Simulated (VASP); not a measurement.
Set up this calculation in VASP 6.6.1, as the native input.

| Item | Value |
| --- | --- |
| Task | single point |
| Functional | r2SCAN |
| Potentials or basis | VASP PAW PBE potentials, release 64 (Ba_sv, Te) |
| Cutoff | 520 eV |
| k mesh | 4 × 4 × 4 |
| Occupations | gaussian, width 0.01 eV |
| Spin | no spin polarisation |
| Dipole correction | no |
| Further INCAR settings | ALGO = Normal; EDIFF = 1e-06; NBANDS = 15 |

Crystal: BaTe.

```
CELL_PARAMETERS angstrom
0.00000 3.53239 3.53239
3.53239 0.00000 3.53239
3.53239 3.53239 0.00000
ATOMIC_POSITIONS crystal
Ba 0.00000 0.00000 0.00000
Te 0.50000 0.50000 0.50000
```

These files were run (other wordings do the same):

POSCAR

```
BaTe
1.0
    0.0000000000      3.5323868436      3.5323868436
    3.5323868436      0.0000000000      3.5323868436
    3.5323868436      3.5323868436      0.0000000000
Ba Te
1 1
Direct
    0.0000000000      0.0000000000      0.0000000000
    0.5000000000      0.5000000000      0.5000000000
```

INCAR.step1

```
  PREC = Accurate
  ENCUT = 520
  ISMEAR = 0
  SIGMA = 0.01
  LREAL = False
  LASPH = True
  NELM = 80
  NBANDS = 15
  GGA = PE
  ALGO = Normal
  EDIFF = 1E-4
  LWAVE = True
  LCHARG = False
```

INCAR.step2

```
  PREC = Accurate
  ENCUT = 520
  EDIFF = 1E-6
  ISMEAR = 0
  SIGMA = 0.01
  LREAL = False
  LASPH = True
  NELM = 80
  ALGO = Normal
  ISIF = 2
  LWAVE = False
  LCHARG = False
  METAGGA = R2SCAN
  LMIXTAU = True
  NBANDS = 15
  ISTART = 1
```

KPOINTS

```
Automatic mesh
0
Gamma
  4 4 4
```

Potentials or basis: VASP PAW PBE potentials, release 64 (Ba_sv, Te).

Command:

```bash
$ cat potpaw_PBE.64/Ba_sv/POTCAR potpaw_PBE.64/Te/POTCAR > POTCAR
$ cp INCAR.step1 INCAR
$ mpirun -np 1 vasp_std > vasp.out
$ cp INCAR.step2 INCAR
$ mpirun -np 1 vasp_std > vasp.out
```

Results of the run:

The pressure is 0.3 GPa and the band gap on the k mesh is 1.93 eV (least direct gap 2.31 eV).

Caveat: the PAW data sets were made with another functional, which shifts forces and pressure a little; spin-orbit coupling is left out, which moves the levels of the heavy elements.

Run time: 92 s on 1 thread of Oxide Virtual Turin-like Processor, with other jobs on the host, peak memory 0.22 GiB.
